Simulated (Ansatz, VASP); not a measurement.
CoOs2 in VASP and in Ansatz

```xyz
3
Lattice="4.2482 0.0000 0.0000 -2.1241 3.6790 0.0000 0.0000 0.0000 2.6543" Properties=species:S:1:pos:R:3 pbc="T T T"
Co    0.0000    0.0000    0.0000
Os    0.0000    2.4527    1.3271
Os    2.1241    1.2263    1.3271
```

Alike in both runs: functional PBE; k mesh 12 × 12 × 18; occupations gaussian, width 0.1 eV; no spin polarisation.

Ansatz relaxed the structure, and its values are those at the end. VASP's run is a single point on that final structure, the one shown.

|  | VASP | Ansatz |
| --- | --- | --- |
| version | VASP 6.6.1 | Ansatz 0.2.0 |
| potentials or method | VASP PAW PBE potentials, release 64 (Co, Os), cutoff 520 eV | scalar-relativistic, plane waves, PAW |
| valence electrons in the cell | 25 | 49 |

|  | VASP | Ansatz | Ansatz less VASP |
| --- | --- | --- | --- |
| gap on the k mesh at the Fermi level (eV) | none | none | - |
| pressure (GPa) | -0.5 | 0.0 | +0.51 |

A gap of «none» marks a metal or a gap that the smearing closes. With one functional, cell and mesh, what is left measures potentials, basis and numerics. VASP's potentials hold 25 valence electrons a cell and Ansatz's 49, so a difference there can come from the potentials and not from the codes.

Spin-orbit coupling is off throughout.
